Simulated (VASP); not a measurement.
# Au (Fm-3m) in VASP: further runs

Runs on Au. Level: r2SCAN. Tasks: single point.

All numbers are computed with VASP 6.6.1; they aren't measurements. Logs are shortened: lines on timing, memory, paths and dates and some standing lists are left out, and cuts for length are marked.

## (1) The cell of the first run

It takes space group Fm-3m (No. 225, cubic). Conventional cell: a = 3.886 Å, b = 3.886 Å, c = 3.886 Å, α = 90.00°, β = 90.00°, γ = 90.00°. Au (site symmetry m-3m) has 12 Au at 2.75 Å within 3.6 Å.

## (2) Single point, r2SCAN (strain -0.050 along x and y, -0.050 along z)

POSCAR reads:

```
Au
1.0
    0.0000000000      1.9432250000      1.9432250000
    1.9432250000      0.0000000000      1.9432250000
    1.9432250000      1.9432250000      0.0000000000
Au
1
Direct
    0.0000000000      0.0000000000      0.0000000000
```

INCAR.step1 reads:

```
PREC     = Accurate       # precision mode
ENCUT    = 520            # plane-wave cutoff, eV
ISMEAR   = 0              # smearing method
SIGMA    = 0.15           # smearing width, eV
LREAL    = False          # projectors in reciprocal space
LASPH    = True           # aspherical terms in the spheres
NELM     = 100            # most SCF steps
NBANDS   = 12             # bands
GGA      = PE             # functional
ALGO     = Normal         # electronic algorithm
EDIFF    = 1E-4           # SCF threshold, eV
LWAVE    = True           # write WAVECAR
LCHARG   = False          # write CHGCAR
```

INCAR.step2 reads:

```
PREC     = Accurate       # precision mode
ENCUT    = 520            # plane-wave cutoff, eV
EDIFF    = 1E-6           # SCF threshold, eV
ISMEAR   = 0              # smearing method
SIGMA    = 0.15           # smearing width, eV
LREAL    = False          # projectors in reciprocal space
LASPH    = True           # aspherical terms in the spheres
NELM     = 100            # most SCF steps
ALGO     = Normal         # electronic algorithm
ISIF     = 2              # what is computed and relaxed
LWAVE    = False          # write WAVECAR
LCHARG   = False          # write CHGCAR
METAGGA  = R2SCAN         # meta-GGA
LMIXTAU  = True         
NBANDS   = 12             # bands
ISTART   = 1
```

KPOINTS reads:

```
regular mesh
0
Gamma
  20 20 20
```

Potentials or basis: VASP PAW PBE potentials, release 64 (Au).

Started as:

```console
cat potpaw_PBE.64/Au/POTCAR > POTCAR
cp INCAR.step1 INCAR
mpirun -np 1 vasp_std > vasp.out
cp INCAR.step2 INCAR
mpirun -np 1 vasp_std > vasp.out
```

OUTCAR:

```text
PREC = Accurate
   ENCUT = 520
   EDIFF = 1E-6
   ISMEAR = 0
   LREAL = False
   LASPH = True
   NELM = 100
   ISIF = 2
   METAGGA = R2SCAN
   ISTART = 1

 ion  position               nearest neighbor table
   1  0.000  0.000  0.000-

  LATTYP: Found a face centered cubic cell.
 ALAT       =     3.8864500000

  Lattice vectors:

 A1 = (   0.0000000000,   1.9432250000,   1.9432250000)
 A2 = (   1.9432250000,   0.0000000000,   1.9432250000)
 A3 = (   1.9432250000,   1.9432250000,   0.0000000000)

Analysis of symmetry for initial positions (statically):
=====================================================================
 Subroutine PRICEL returns:
 Original cell was already a primitive cell.

 Routine SETGRP: Setting up the symmetry group for a
 face centered cubic supercell.

 Subroutine GETGRP returns: Found 48 space group operations
 (whereof 48 operations were pure point group operations)
 out of a pool of 48 trial point group operations.

The static configuration has the point symmetry O_h .

Analysis of symmetry for dynamics (positions and initial velocities):
=====================================================================
 Subroutine PRICEL returns:
 Original cell was already a primitive cell.

 Routine SETGRP: Setting up the symmetry group for a
 face centered cubic supercell.

 Subroutine GETGRP returns: Found 48 space group operations
 (whereof 48 operations were pure point group operations)
 out of a pool of 48 trial point group operations.

The dynamic configuration has the point symmetry O_h .

 Subroutine INISYM returns: Found 48 space group operations
 (whereof 48 operations are pure point group operations),
 and found     1 'primitive' translations

----------------------------------------------------------------------------------------

                                     Primitive cell

  volume of cell :      14.6757

  direct lattice vectors                    reciprocal lattice vectors
     0.000000000  1.943225000  1.943225000    -0.257304224  0.257304224  0.257304224
     1.943225000  0.000000000  1.943225000     0.257304224 -0.257304224  0.257304224
     1.943225000  1.943225000  0.000000000     0.257304224  0.257304224 -0.257304224

  length of vectors
     2.748135150  2.748135150  2.748135150     0.445663988  0.445663988  0.445663988

  position of ions in fractional coordinates (direct lattice)
     0.000000000  0.000000000  0.000000000

  ion indices of the primitive-cell ions
   primitive index   ion index
                 1           1

----------------------------------------------------------------------------------------

 KPOINTS: regular mesh

Automatic generation of k-mesh.
 Grid dimensions read from file:
 generate k-points for:   20   20   20

 Generating k-lattice:

  Cartesian coordinates                     Fractional coordinates (reciprocal lattice)
    -0.012865211  0.012865211  0.012865211     0.050000000  0.000000000  0.000000000
     0.012865211 -0.012865211  0.012865211     0.000000000  0.050000000  0.000000000
     0.012865211  0.012865211 -0.012865211     0.000000000  0.000000000  0.050000000

  Length of vectors
     0.022283199  0.022283199  0.022283199

  Shift w.r.t. Gamma in fractional coordinates (k-lattice)
     0.000000000  0.000000000  0.000000000

 Subroutine IBZKPT returns following result:
 ===========================================

 Found    256 irreducible k-points:

 Following reciprocal coordinates:
            Coordinates               Weight
  0.000000  0.000000  0.000000      1.000000
  0.050000  0.000000  0.000000      8.000000
  0.100000  0.000000  0.000000      8.000000
  0.150000  0.000000  0.000000      8.000000
  0.200000  0.000000  0.000000      8.000000
  0.250000  0.000000  0.000000      8.000000
[... 16 lines left out ...]
 -0.400000  0.050000  0.000000     24.000000
 -0.350000  0.050000  0.000000     24.000000
 [... further k-points ...]
   k-points           NKPTS =    256   k-points in BZ     NKDIM =    256   number of bands    NBANDS=     12
   number of dos      NEDOS =    301   number of ions     NIONS =      1
   total plane-waves  NPLWV =   8000
   dimension x,y,z NGX =    20 NGY =   20 NGZ =   20
   dimension x,y,z NGXF=    40 NGYF=   40 NGZF=   40
   ions per type =               1
   NGX,Y,Z   is equivalent  to a cutoff of  12.10, 12.10, 12.10 a.u.
   NGXF,Y,Z  is equivalent  to a cutoff of  24.20, 24.20, 24.20 a.u.
 SYSTEM =  unknown system
   PREC   = accura    normal or accurate (medium, high low for compatibility)
   ISTART =      1    job   : 0-new  1-cont  2-samecut
   ICHARG =      0    charge: 1-file 2-atom 10-const
   ISPIN  =      1    spin polarized calculation?
   LNONCOLLINEAR =      F non collinear calculations
   LSORBIT =      F    spin-orbit coupling
   LASPH  =      T    aspherical Exc in radial PAW
   ENCUT  =  520.0 eV  38.22 Ry    6.18 a.u.   5.11  5.11  5.11*2*pi/ulx,y,z
   NELM   =    100;   NELMIN=  2; NELMDL=  0     # of ELM steps
   EDIFF  = 0.1E-05   stopping-criterion for ELM
   LREAL  =      F    real-space projection
   EDIFFG = 0.1E-04   stopping-criterion for IOM
   NSW    =      0    number of steps for IOM
   IBRION =     -1    ionic relax: 0-MD 1-quasi-New 2-CG
   NFREE  =      0    steps in history (QN), initial steepest desc. (CG)
   ISIF   =      2    stress and relaxation
   ISYM   =      2    0-nonsym 1-usesym 2-fastsym
   POTIM  = 0.5000    time-step for ionic-motion
   TEBEG  =    0.0;   TEEND  =   0.0 temperature during run
   PSTRESS=    0.0 pullay stress
   NELECT =      11.0000    total number of electrons
   NUPDOWN=      -1.0000    fix difference up-down
   EMIN   =  10.00;   EMAX   =-10.00  energy-range for DOS
   EFERMI =   0.00;   METHOD = LEGACY
   ISMEAR =     0;   SIGMA  =   0.15  broadening in eV -4-tet -1-fermi 0-gaus
   EFERMI_NEDOS =   21; number of points for ismear=-14 and -15
   IALGO  =     38    algorithm
   IMIX   =      4    mixing-type and parameters
     AMIX     =   0.40;   BMIX     =  1.00
     AMIX_MAG =   1.60;   BMIX_MAG =  1.00
  volume/ion in A,a.u.               =      14.68        99.04
  Fermi-wavevector in a.u.,A,eV,Ry     =   1.487097  2.810206 30.088707  2.211458
  Thomas-Fermi vector in A             =   2.600301
   LORBIT       =      0    0 simple, 1 ext, 2 COOP (PROOUT), +10 PAW based schemes
   METAGGA = R2SCAN    functional components
   LHFCALC =     F    Hartree Fock is set to
   AEXX    =    0.0000 exact exchange contribution
   IVDW    =     0    specifies the selected vdW correction
   LEPSILON=     F    determine dielectric tensor
   LRPA    =     F    only Hartree local field effects (RPA)
 non-spin polarized calculation
 Gauss-broadening in eV      SIGMA  =   0.15
  energy-cutoff  :      520.00
  volume of cell :       14.68
 maximum number of plane-waves:       411
   NGX = 11   NGY = 11   NGZ = 11

 number of electron      10.9999999 magnetization

 Free energy of the ion-electron system (eV)
  ---------------------------------------------------
  ext. energy  EPLUGINS =         0.00000000
  ---------------------------------------------------
  free energy    TOTEN  =       -50.24769995 eV

  energy without entropy =      -50.24478120  energy(sigma->0) =      -50.24624058

 E-fermi :  12.0866     XC(G=0): -14.7163

 val. band max:       12.0624938879   @ k =   0.5000   0.3000   0.1500
 cond. band min:      12.1475057518   @ k =   0.5000   0.2500   0.1000
 fundamental gap:      0.0850118638
 Fermi energy:        12.0865711674

 k-point     1 :       0.0000    0.0000    0.0000
  band No.  band energies     occupation
      1       0.1653      2.00000
      2       6.1560      2.00000
      3       6.1560      2.00000
      4       6.1560      2.00000
      5       8.1558      2.00000
      6       8.1558      2.00000
      7      27.0157      0.00000
      8      32.0573      0.00000
      9      32.0573      0.00000
     10      32.0573      0.00000
     11      37.9102      0.00000
     12      44.3124      0.00000

 k-point     2 :       0.0500    0.0000    0.0000
  band No.  band energies     occupation
      1       0.2701      2.00000
      2       6.1157      2.00000
      3       6.1958      2.00000
      4       6.1958      2.00000
      5       8.1355      2.00000
      6       8.1355      2.00000
      7      27.1640      0.00000
      8      31.4602      0.00000
      9      32.2054      0.00000
     10      32.2054      0.00000
     11      38.5295      0.00000
     12      42.9153      0.00000

 k-point     3 :       0.1000    0.0000    0.0000
  band No.  band energies     occupation
      1       0.5765      2.00000
      2       6.0101      2.00000
      3       6.3029      2.00000
      4       6.3029      2.00000
      5       8.0896      2.00000
      6       8.0896      2.00000
      7      27.5680      0.00000
      8      30.1332      0.00000
      9      32.6368      0.00000
     10      32.6368      0.00000
     11      39.2083      0.00000
     12      41.6072      0.00000
[... 286 lines left out ...]
 k-point    23 :      -0.4000    0.0500    0.0000
  band No.  band energies     occupation
      1       2.9611      2.00000
      2       6.1129      2.00000
      3       6.2034      2.00000
      4       8.5102      2.00000
      5       9.3956      2.00000
      6      10.3030      2.00000
      7      17.9881      0.00000
      8      26.9708      0.00000
      9      30.9398      0.00000
     10      32.0846      0.00000
     11      39.2043      0.00000
     12      40.0945      0.00000

 k-point    24 :      -0.3500    0.0500    0.0000
  band No.  band energies     occupation
      1       2.9492      2.00000
      2       6.2214      2.00000
      3       6.3003      2.00000
      4       7.5613      2.00000
      5       9.0151      2.00000
      6       9.7179      2.00000
      7      19.9561      0.00000
      8      27.4033      0.00000
      9      31.5287      0.00000
     10      33.2631      0.00000
     11      37.8606      0.00000
     12      39.2427      0.00000

 [... further k-points ...]
[... 5 lines left out ...]
  --------------------------------------------------------------------------------------
  -------------------------------------------------------------------------------------
  Total        4.3154539      4.3154539      4.3154539      0.0000000      0.0000000      0.0000000
  in kB      471.1267920    471.1267920    471.1267920      0.0000000      0.0000000      0.0000000
  external PRESSURE =     471.1267920 kB  Pullay stress =       0.0000000 kB

 VOLUME and BASIS-vectors are now :
 -----------------------------------------------------------------------------
  energy-cutoff  :      520.00
  volume of cell :       14.68
      direct lattice vectors                 reciprocal lattice vectors
     0.000000000  1.943225000  1.943225000    -0.257304224  0.257304224  0.257304224
     1.943225000  0.000000000  1.943225000     0.257304224 -0.257304224  0.257304224
     1.943225000  1.943225000  0.000000000     0.257304224  0.257304224 -0.257304224

 POSITION                                       TOTAL-FORCE (eV/Angst)
 -----------------------------------------------------------------------------------
      0.00000      0.00000      0.00000        -0.000000      0.000000      0.000000
 -----------------------------------------------------------------------------------
    total drift:                               -0.000000     -0.000000     -0.000000

  FREE ENERGIE OF THE ION-ELECTRON SYSTEM (eV)
  ---------------------------------------------------
  free  energy   TOTEN  =       -50.2476999546 eV

  energy  without entropy=      -50.2447812047  energy(sigma->0) =      -50.24624058
```

Run time: 88 s. Hardware: 1 thread of AMD EPYC 9R45 (Zen 5), shared host; peak memory 0.13 GiB.

Results:

| Item | Value |
| --- | --- |
| Free energy | -50.2477 eV |
| Pressure | 47.1 GPa |

Caveat: the cell differs from its parent crystal (strain -0.050 along x and y, -0.050 along z); the PAW data sets were made with another functional, which shifts forces and pressure a little; spin-orbit coupling is left out, which moves the levels of the heavy elements.

## (3) Single point, r2SCAN (strain -0.025 along x and y, -0.025 along z)

POSCAR reads:

```
Au
1.0
    0.0000000000      1.9943625000      1.9943625000
    1.9943625000      0.0000000000      1.9943625000
    1.9943625000      1.9943625000      0.0000000000
Au
1
Direct
    0.0000000000      0.0000000000      0.0000000000
```

INCAR.step1 reads:

```
ALGO = Normal
EDIFF = 1E-4
ENCUT = 520
GGA = PE
ISMEAR = 0
LASPH = T
LCHARG = F
LREAL = F
LWAVE = T
NBANDS = 12
NELM = 80
PREC = Accurate
SIGMA = 0.15
```

INCAR.step2 reads:

```
ALGO = Normal
EDIFF = 1E-6
ENCUT = 520
ISIF = 2
ISMEAR = 0
ISTART = 1
LASPH = T
LCHARG = F
LMIXTAU = T
LREAL = F
LWAVE = F
METAGGA = R2SCAN
NBANDS = 12
NELM = 80
PREC = Accurate
SIGMA = 0.15
```

KPOINTS reads:

```
k-points
0
Gamma
  20 20 20
```

Potentials or basis: VASP PAW PBE potentials, release 64 (Au).

Started as:

```console
cat potpaw_PBE.64/Au/POTCAR > POTCAR
cp INCAR.step1 INCAR
mpirun -np 1 vasp_std > vasp.out
cp INCAR.step2 INCAR
mpirun -np 1 vasp_std > vasp.out
```

It took 2.3 min on 1 thread of AMD EPYC 9R45 (Zen 5), shared host; peak memory 0.15 GiB.

Results (log left out):

```
Free energy : -50.4954 eV
Pressure    : 21.4 GPa
```

Levels at points of the mesh, in eV from the Fermi level:
| k point | band 2 | band 3 | band 4 | band 5 | band 6 | band 7 | band 8 | band 9 | band 10 | band 11 |
| --- | --- | --- | --- | --- | --- | --- | --- | --- | --- | --- |
| (0.00, 0.00, 0.00) | -5.38 | -5.38 | -5.38 | -3.64 | -3.64 | 15.18 | 19.73 | 19.73 | 19.73 | 25.28 |
| (0.50, 0.00, 0.00) | -5.44 | -5.44 | -2.22 | -2.22 | -1.17 | 3.59 | 14.69 | 18.49 | 18.49 | 27.08 |
| (0.50, 0.50, 0.00) | -7.77 | -2.29 | -1.83 | -1.83 | 0.95 | 6.64 | 10.74 | 10.74 | 18.90 | 21.63 |

Caveat: the cell differs from its parent crystal (strain -0.025 along x and y, -0.025 along z); the PAW data sets were made with another functional, which shifts forces and pressure a little; spin-orbit coupling is left out, which moves the levels of the heavy elements.

## (4) Single point, r2SCAN (strain +0.025 along x and y, +0.025 along z)

POSCAR reads:

```
Au
1.0
    0.0000000000      2.0966375000      2.0966375000
    2.0966375000      0.0000000000      2.0966375000
    2.0966375000      2.0966375000      0.0000000000
Au
1
Direct
    0.0000000000      0.0000000000      0.0000000000
```

INCAR.step1 reads:

```
PREC = Accurate
ENCUT = 520
ISMEAR = 0
SIGMA = 0.15
LREAL = F
LASPH = T
NELM = 100
NBANDS = 12
GGA = PE
ALGO = Normal
EDIFF = 1E-4
LWAVE = T
LCHARG = F
```

INCAR.step2 reads:

```
PREC = Accurate
ENCUT = 520
EDIFF = 1E-6
ISMEAR = 0
SIGMA = 0.15
LREAL = F
LASPH = T
NELM = 100
ALGO = Normal
ISIF = 2
LWAVE = F
LCHARG = F
METAGGA = R2SCAN
LMIXTAU = T
NBANDS = 12
ISTART = 1
```

KPOINTS reads:

```
regular mesh
0
Gamma
  20 20 20
```

Started as:

```console
cat potpaw_PBE.64/Au/POTCAR > POTCAR
cp INCAR.step1 INCAR
mpirun -np 1 vasp_std > vasp.out
cp INCAR.step2 INCAR
mpirun -np 1 vasp_std > vasp.out
```

Wall time 2.4 min (1 thread of AMD EPYC 9R45 (Zen 5), shared host); peak memory 0.16 GiB.

It converged, with:

| Item | Value |
| --- | --- |
| Free energy | -50.5800 eV |
| Pressure | -6.4 GPa |

Levels at points of the mesh, in eV from the Fermi level:
```tsv
k point	band 2	band 3	band 4	band 5	band 6	band 7	band 8	band 9	band 10	band 11
(0.00, 0.00, 0.00)	-4.51	-4.51	-4.51	-3.18	-3.18	15.42	19.02	19.02	19.02	24.02
(0.50, 0.00, 0.00)	-4.55	-4.55	-2.09	-2.09	-0.41	2.78	14.87	17.30	17.30	24.74
(0.50, 0.50, 0.00)	-6.36	-2.15	-1.80	-1.80	1.44	5.39	10.30	10.30	17.20	19.54
```

Caveat: the cell differs from its parent crystal (strain +0.025 along x and y, +0.025 along z); the PAW data sets were made with another functional, which shifts forces and pressure a little; spin-orbit coupling is left out, which moves the levels of the heavy elements.

## (5) Summary

| cell | gap on the mesh (eV) | pressure (GPa) |
| --- | --- | --- |
| a = 2.748 Å, angles 60.0°, 1 atom | none | 47.1 |
| a = 2.820 Å, angles 60.0°, 1 atom | none | 21.4 |
| a = 2.965 Å, angles 60.0°, 1 atom | none | -6.4 |

Alike in all rows: task single point; level r2SCAN; potentials or basis VASP PAW PBE potentials, release 64 (Au); no spin polarisation; k mesh 20 × 20 × 20; cutoff (eV) 520; smearing gaussian 0.15 eV.

Caveats: the PAW data sets were made with another functional, which shifts forces and pressure a little; spin-orbit coupling is left out, which moves the levels of the heavy elements.

Total energies depend on the potentials used, so only differences within one code and one set of settings carry meaning.
